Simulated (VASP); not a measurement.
A run of VASP 6.6.1 is set up as follows.

POSCAR

```
BN
1.0
    2.3535078764      0.0000000000      0.0000000000
   -1.1767539382      2.0381976089      0.0000000000
    0.0000000000      0.0000000000      7.7626005546
B N
2 2
Direct
    0.3333333333      0.6666666667      0.2500000000
    0.6666666667      0.3333333333      0.7500000000
    0.3333333333      0.6666666667      0.7500000000
    0.6666666667      0.3333333333      0.2500000000
```

The input INCAR.step1:

```
PREC = Accurate
ENCUT = 520
ISMEAR = 0
SIGMA = 0.05
LREAL = False
LASPH = True
NELM = 100
NBANDS = 16
GGA = PE
ALGO = Normal
EDIFF = 1E-4
LWAVE = True
LCHARG = False
```

Contents of INCAR.step2:

```
PREC = Accurate
ENCUT = 520
EDIFF = 1E-7
ISMEAR = 0
SIGMA = 0.05
LREAL = False
LASPH = True
NELM = 100
ALGO = Normal
ISIF = 2
LWAVE = False
LCHARG = False
METAGGA = R2SCAN
LMIXTAU = True
NBANDS = 16
ISTART = 1
```

KPOINTS

```
Automatic mesh
0
Gamma
  12 12 4
```

Potentials or basis: VASP PAW PBE potentials, release 64 (B, N).

Run with:

```bash
$ cat potpaw_PBE.64/B/POTCAR potpaw_PBE.64/N/POTCAR > POTCAR
$ cp INCAR.step1 INCAR
$ mpirun -np 1 vasp_std > vasp.out
$ cp INCAR.step2 INCAR
$ mpirun -np 1 vasp_std > vasp.out
```

**Question.** What does it give for the band gap on the k mesh?

**Answer.** 4.57 eV, indirect (least direct gap 5.68 eV).

**Question.** What does it give for the pressure?

**Answer.** 50.0 GPa.

Stress tensor (GPa, compression positive):
```
75.64  0.00  0.00
 0.00 75.64  0.00
 0.00  0.00 -1.41
```

Caveat: the PAW data sets were made with another functional, which shifts forces and pressure a little. A k mesh can miss the band edges.
